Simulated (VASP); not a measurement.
# Co (Im-3m) in VASP: further runs

The runs below take Co through single point, with PBE.

Everything below comes from runs of VASP 6.6.1. Logs are shortened: lines on timing, memory, paths and dates and some standing lists are left out, and cuts for length are marked.

## Step 1: The cell of the first run

The structure is cubic, space group Im-3m (No. 229). Conventional cell: a = 2.729 Å, b = 2.729 Å, c = 2.729 Å, α = 90.00°, β = 90.00°, γ = 90.00°. Within 3.1 Å of Co (site symmetry m-3m) lie 14 Co at 2.36 to 2.73 Å.

This isn't the form of Co at room conditions, which is hcp.

## Step 2: Single point, PBE (10.16 Å³/atom)

INCAR

```
SYSTEM = Co
PREC     = Accurate       ! precision mode
ENCUT    = 690            ! plane-wave cutoff, eV
EDIFF    = 1E-6           ! SCF threshold, eV
ISMEAR   = -1             ! smearing method
SIGMA    = 0.1            ! smearing width, eV
LREAL    = .FALSE.        ! projectors in reciprocal space
LASPH    = .TRUE.         ! aspherical terms in the spheres
NELM     = 120            ! most SCF steps
ALGO     = Normal         ! electronic algorithm
ISIF     = 2              ! what is computed and relaxed
LWAVE    = .FALSE.        ! write WAVECAR
LCHARG   = .FALSE.        ! write CHGCAR
GGA      = PE             ! functional
NBANDS   = 14             ! bands
GGA_COMPAT= .FALSE.
```

KPOINTS

```
Automatic mesh
0
G
  26 26 26
  0 0 0
```

POSCAR

```
Co
1.0
   -1.3642605419      1.3642605419      1.3642605419
    1.3642605419     -1.3642605419      1.3642605419
    1.3642605419      1.3642605419     -1.3642605419
Co
1
Direct
    0.0000000000      0.0000000000      0.0000000000
```

Potentials or basis: VASP PAW PBE potentials, release 64 (Co_sv).

Started as:

```
> cat potpaw_PBE.64/Co_sv/POTCAR > POTCAR
> mpirun -np 1 vasp_std > vasp.out
```

OUTCAR:

```text
SYSTEM = Co
   PREC = Accurate
   ENCUT = 690
   EDIFF = 1E-6
   ISMEAR = -1
   LREAL = .FALSE.
   LASPH = .TRUE.
   NELM = 120
   ISIF = 2
   GGA = PE

 ion  position               nearest neighbor table
   1  0.000  0.000  0.000-

  LATTYP: Found a body centered cubic cell.
 ALAT       =     2.7285210838

  Lattice vectors:

 A1 = (  -1.3642605419,   1.3642605419,   1.3642605419)
 A2 = (   1.3642605419,  -1.3642605419,   1.3642605419)
 A3 = (   1.3642605419,   1.3642605419,  -1.3642605419)

Analysis of symmetry for initial positions (statically):
=====================================================================
 Subroutine PRICEL returns:
 Original cell was already a primitive cell.

 Routine SETGRP: Setting up the symmetry group for a
 body centered cubic supercell.

 Subroutine GETGRP returns: Found 48 space group operations
 (whereof 48 operations were pure point group operations)
 out of a pool of 48 trial point group operations.

The static configuration has the point symmetry O_h .

Analysis of symmetry for dynamics (positions and initial velocities):
=====================================================================
 Subroutine PRICEL returns:
 Original cell was already a primitive cell.

 Routine SETGRP: Setting up the symmetry group for a
 body centered cubic supercell.

 Subroutine GETGRP returns: Found 48 space group operations
 (whereof 48 operations were pure point group operations)
 out of a pool of 48 trial point group operations.

The dynamic configuration has the point symmetry O_h .

 Subroutine INISYM returns: Found 48 space group operations
 (whereof 48 operations are pure point group operations),
 and found     1 'primitive' translations

----------------------------------------------------------------------------------------

                                     Primitive cell

  volume of cell :      10.1567

  direct lattice vectors                    reciprocal lattice vectors
    -1.364260542  1.364260542  1.364260542     0.000000000  0.366498909  0.366498909
     1.364260542 -1.364260542  1.364260542     0.366498909  0.000000000  0.366498909
     1.364260542  1.364260542 -1.364260542     0.366498909  0.366498909  0.000000000

  length of vectors
     2.362968573  2.362968573  2.362968573     0.518307727  0.518307727  0.518307727

  position of ions in fractional coordinates (direct lattice)
     0.000000000  0.000000000  0.000000000

  ion indices of the primitive-cell ions
   primitive index   ion index
                 1           1

----------------------------------------------------------------------------------------

 KPOINTS: Automatic mesh

Automatic generation of k-mesh.
 Grid dimensions read from file:
 generate k-points for:   26   26   26

 Generating k-lattice:

  Cartesian coordinates                     Fractional coordinates (reciprocal lattice)
     0.000000000  0.014096112  0.014096112     0.038461538  0.000000000  0.000000000
     0.014096112  0.000000000  0.014096112     0.000000000  0.038461538  0.000000000
     0.014096112  0.014096112  0.000000000     0.000000000  0.000000000  0.038461538

  Length of vectors
     0.019934913  0.019934913  0.019934913

  Shift w.r.t. Gamma in fractional coordinates (k-lattice)
     0.000000000  0.000000000  0.000000000

 Subroutine IBZKPT returns following result:
 ===========================================

 Found    511 irreducible k-points:

 Following reciprocal coordinates:
            Coordinates               Weight
  0.000000  0.000000  0.000000      1.000000
  0.038462  0.000000  0.000000     12.000000
  0.076923  0.000000  0.000000     12.000000
  0.115385  0.000000  0.000000     12.000000
  0.153846  0.000000  0.000000     12.000000
  0.192308  0.000000  0.000000     12.000000
[... 16 lines left out ...]
  0.346154  0.038462 -0.000000     48.000000
  0.384615  0.038462  0.000000     48.000000
 [... further k-points ...]
   k-points           NKPTS =    511   k-points in BZ     NKDIM =    511   number of bands    NBANDS=     14
   number of dos      NEDOS =    301   number of ions     NIONS =      1
   total plane-waves  NPLWV =   8000
   dimension x,y,z NGX =    20 NGY =   20 NGZ =   20
   dimension x,y,z NGXF=    40 NGYF=   40 NGZF=   40
   ions per type =               1
   NGX,Y,Z   is equivalent  to a cutoff of  14.07, 14.07, 14.07 a.u.
   NGXF,Y,Z  is equivalent  to a cutoff of  28.14, 28.14, 28.14 a.u.
 SYSTEM =  Co
   PREC   = accura    normal or accurate (medium, high low for compatibility)
   ISTART =      0    job   : 0-new  1-cont  2-samecut
   ICHARG =      2    charge: 1-file 2-atom 10-const
   ISPIN  =      1    spin polarized calculation?
   LNONCOLLINEAR =      F non collinear calculations
   LSORBIT =      F    spin-orbit coupling
   LASPH  =      T    aspherical Exc in radial PAW
   ENCUT  =  690.0 eV  50.71 Ry    7.12 a.u.   5.06  5.06  5.06*2*pi/ulx,y,z
   NELM   =    120;   NELMIN=  2; NELMDL= -5     # of ELM steps
   EDIFF  = 0.1E-05   stopping-criterion for ELM
   LREAL  =      F    real-space projection
   EDIFFG = 0.1E-04   stopping-criterion for IOM
   NSW    =      0    number of steps for IOM
   IBRION =     -1    ionic relax: 0-MD 1-quasi-New 2-CG
   NFREE  =      0    steps in history (QN), initial steepest desc. (CG)
   ISIF   =      2    stress and relaxation
   ISYM   =      2    0-nonsym 1-usesym 2-fastsym
   POTIM  = 0.5000    time-step for ionic-motion
   TEBEG  =    0.0;   TEEND  =   0.0 temperature during run
   PSTRESS=    0.0 pullay stress
   NELECT =      17.0000    total number of electrons
   NUPDOWN=      -1.0000    fix difference up-down
   EMIN   =  10.00;   EMAX   =-10.00  energy-range for DOS
   EFERMI =   0.00;   METHOD = LEGACY
   ISMEAR =    -1;   SIGMA  =   0.10  broadening in eV -4-tet -1-fermi 0-gaus
   EFERMI_NEDOS =   21; number of points for ismear=-14 and -15
   IALGO  =     38    algorithm
   IMIX   =      4    mixing-type and parameters
     AMIX     =   0.40;   BMIX     =  1.00
     AMIX_MAG =   1.60;   BMIX_MAG =  1.00
  volume/ion in A,a.u.               =      10.16        68.54
  Fermi-wavevector in a.u.,A,eV,Ry     =   1.943750  3.673156 51.405062  3.778166
  Thomas-Fermi vector in A             =   2.972858
   LORBIT       =      0    0 simple, 1 ext, 2 COOP (PROOUT), +10 PAW based schemes
   GGA     = PE    functional components
   LHFCALC =     F    Hartree Fock is set to
   AEXX    =    0.0000 exact exchange contribution
   IVDW    =     0    specifies the selected vdW correction
   LEPSILON=     F    determine dielectric tensor
   LRPA    =     F    only Hartree local field effects (RPA)
 non-spin polarized calculation
  energy-cutoff  :      690.00
  volume of cell :       10.16
 maximum number of plane-waves:       432
   NGX = 11   NGY = 11   NGZ = 11

 number of electron      16.9999969 magnetization

 Free energy of the ion-electron system (eV)
  ---------------------------------------------------
  ext. energy  EPLUGINS =         0.00000000
  ---------------------------------------------------
  free energy    TOTEN  =        -6.72545659 eV

  energy without entropy =       -6.61849675  energy(sigma->0) =       -6.67197667

 E-fermi :  12.9719     XC(G=0): -14.3291

 val. band max:       12.9685573497   @ k =   0.3077   0.2308   0.0385
 cond. band min:      12.9720401123   @ k =  -0.2308   0.3846   0.0769
 fundamental gap:      0.0034827626
 Fermi energy:        12.9719433772

 k-point     1 :       0.0000    0.0000    0.0000
  band No.  band energies     occupation
      1     -82.0405      2.00000
      2     -45.0702      2.00000
      3     -45.0702      2.00000
      4     -45.0702      2.00000
      5       3.7135      2.00000
      6      11.0274      2.00000
      7      11.0274      2.00000
      8      11.0274      2.00000
      9      12.6724      1.90471
     10      12.6724      1.90471
     11      39.2137      0.00000
     12      39.2137      0.00000
     13      39.2137      0.00000
     14      45.0738      0.00000

 k-point     2 :       0.0385    0.0000    0.0000
  band No.  band energies     occupation
      1     -82.0393      2.00000
      2     -45.0760      2.00000
      3     -45.0719      2.00000
      4     -45.0699      2.00000
      5       3.7792      2.00000
      6      11.0085      2.00000
      7      11.0256      2.00000
      8      11.0629      2.00000
      9      12.6523      1.92139
     10      12.6739      1.90338
     11      38.7956      0.00000
     12      39.1361      0.00000
     13      39.1773      0.00000
     14      44.7072      0.00000

 k-point     3 :       0.0769    0.0000    0.0000
  band No.  band energies     occupation
      1     -82.0358      2.00000
      2     -45.0946      2.00000
      3     -45.0780      2.00000
      4     -45.0697      2.00000
      5       3.9749      2.00000
      6      10.9532      2.00000
      7      11.0177      2.00000
      8      11.1681      2.00000
      9      12.5976      1.95376
     10      12.6783      1.89920
     11      37.7072      0.00000
     12      38.8658      0.00000
     13      39.0764      0.00000
     14      44.1571      0.00000
[... 324 lines left out ...]
 k-point    23 :       0.3462    0.0385   -0.0000
  band No.  band energies     occupation
      1     -81.9724      2.00000
      2     -45.4250      2.00000
      3     -45.1899      2.00000
      4     -45.0719      2.00000
      5       7.7579      2.00000
      6      10.0183      2.00000
      7      11.3863      2.00000
      8      12.5620      1.96737
      9      12.8715      1.46374
     10      13.4441      0.01764
     11      24.4874      0.00000
     12      32.9924      0.00000
     13      35.4530      0.00000
     14      38.4666      0.00000

 k-point    24 :       0.3846    0.0385    0.0000
  band No.  band energies     occupation
      1     -81.9659      2.00000
      2     -45.4581      2.00000
      3     -45.2017      2.00000
      4     -45.0720      2.00000
      5       7.9625      2.00000
      6       9.9283      2.00000
      7      11.9095      1.99995
      8      12.6230      1.94077
      9      12.9347      1.18400
     10      13.7517      0.00082
     11      22.9932      0.00000
     12      32.5505      0.00000
     13      34.8449      0.00000
     14      38.3778      0.00000

 [... further k-points ...]
[... 5 lines left out ...]
  --------------------------------------------------------------------------------------
  -------------------------------------------------------------------------------------
  Total        0.5788990      0.5788990      0.5788990      0.0000000      0.0000000     -0.0000000
  in kB       91.3190597     91.3190597     91.3190597      0.0000000      0.0000000     -0.0000000
  external PRESSURE =      91.3190597 kB  Pullay stress =       0.0000000 kB

 VOLUME and BASIS-vectors are now :
 -----------------------------------------------------------------------------
  energy-cutoff  :      690.00
  volume of cell :       10.16
      direct lattice vectors                 reciprocal lattice vectors
    -1.364260542  1.364260542  1.364260542     0.000000000  0.366498909  0.366498909
     1.364260542 -1.364260542  1.364260542     0.366498909  0.000000000  0.366498909
     1.364260542  1.364260542 -1.364260542     0.366498909  0.366498909  0.000000000

 POSITION                                       TOTAL-FORCE (eV/Angst)
 -----------------------------------------------------------------------------------
      0.00000      0.00000      0.00000         0.000000      0.000000     -0.000000
 -----------------------------------------------------------------------------------
    total drift:                               -0.000000     -0.000000      0.000000

  FREE ENERGIE OF THE ION-ELECTRON SYSTEM (eV)
  ---------------------------------------------------
  free  energy   TOTEN  =        -6.7254565911 eV

  energy  without entropy=       -6.6184967455  energy(sigma->0) =       -6.67197667
```

Wall time 93 s (1 thread of AMD EPYC 7R43 (Zen 3), shared host); peak memory 0.17 GiB.

Results:

| Item | Value |
| --- | --- |
| Free energy | -6.7255 eV |
| Pressure | 9.1 GPa |
| Band gap on the k mesh | zero (an odd number of electrons rules out a gap without spin polarisation) |

Caveat: the cell stands under pressure; the run has no spin polarisation, though such a crystal can be magnetic.

## Step 3: Single point, PBE, collinear spin, ferromagnetic start (10.67 Å³/atom)

This run uses another cell than the first one, of 10.67 Å³/atom.

INCAR

```
SYSTEM = Co
ALGO     = Normal         ! electronic algorithm
EDIFF    = 1E-6           ! SCF threshold, eV
ENCUT    = 690            ! plane-wave cutoff, eV
GGA      = PE             ! functional
GGA_COMPAT= .FALSE.      
ISIF     = 2              ! what is computed and relaxed
ISMEAR   = -1             ! smearing method
ISPIN    = 2              ! spin polarisation
LASPH    = .TRUE.         ! aspherical terms in the spheres
LCHARG   = .FALSE.        ! write CHGCAR
LMAXMIX  = 4              ! l up to which the mixer works
LORBIT   = 11             ! projections on sites
LREAL    = .FALSE.        ! projectors in reciprocal space
LWAVE    = .FALSE.        ! write WAVECAR
MAGMOM   = 1.826          ! initial moments
NBANDS   = 18             ! bands
NELM     = 200            ! most SCF steps
PREC     = Accurate       ! precision mode
SIGMA    = 0.05           ! smearing width, eV
```

KPOINTS

```
k-points
0
G
  18 18 18
  0 0 0
```

POSCAR

```
Co
1.0
   -1.3868357564      1.3868357564      1.3868357564
    1.3868357564     -1.3868357564      1.3868357564
    1.3868357564      1.3868357564     -1.3868357564
Co
1
Direct
    0.0000000000      0.0000000000      0.0000000000
```

Potentials or basis: VASP PAW PBE potentials, release 64 (Co_sv).

Started as:

```
> cat potpaw_PBE.64/Co_sv/POTCAR > POTCAR
> mpirun -np 1 vasp_std > vasp.out
```

Wall time 69 s (1 thread of Intel Xeon Platinum 8375C at 2.90GHz (Ice Lake), shared host); peak memory 0.21 GiB.

The run converged. Its results:

| Item | Value |
| --- | --- |
| Free energy | -7.0318 eV |
| Pressure | 7.1 GPa |
| Net moment | 1.71 μB per cell |
| Site moments | Co +1.76 μB |
| Valence electrons inside the program's atomic spheres | Co 15.06 |

Levels at points of the mesh, in eV from the Fermi level:
Spin up:
```tsv
k point	band 7	band 8	band 9	band 10	band 11	band 12
(0.00, 0.00, 0.00)	-3.10	-3.10	-1.95	-1.95	25.37	25.37
(0.50, 0.00, 0.00)	-1.88	-1.77	-0.52	-0.21	6.58	18.41
(0.50, 0.50, 0.50)	-0.78	-0.78	-0.78	9.54	9.54	9.54
```
Spin down:
| k point | band 4 | band 5 | band 6 | band 7 | band 8 | band 9 | band 10 | band 11 | band 12 | band 13 |
| --- | --- | --- | --- | --- | --- | --- | --- | --- | --- | --- |
| (0.00, 0.00, 0.00) | -57.47 | -9.44 | -1.58 | -1.58 | -1.58 | 0.34 | 0.34 | 25.10 | 25.10 | 25.10 |
| (0.50, 0.00, 0.00) | -57.47 | -4.66 | -2.78 | -0.22 | 0.20 | 0.57 | 1.25 | 7.61 | 18.39 | 20.42 |
| (0.50, 0.50, 0.50) | -57.74 | -4.04 | -4.04 | 0.97 | 0.97 | 0.97 | 9.66 | 9.66 | 9.66 | 16.14 |

Caveat: the cell stands under pressure.

[end of part 1 of 2]
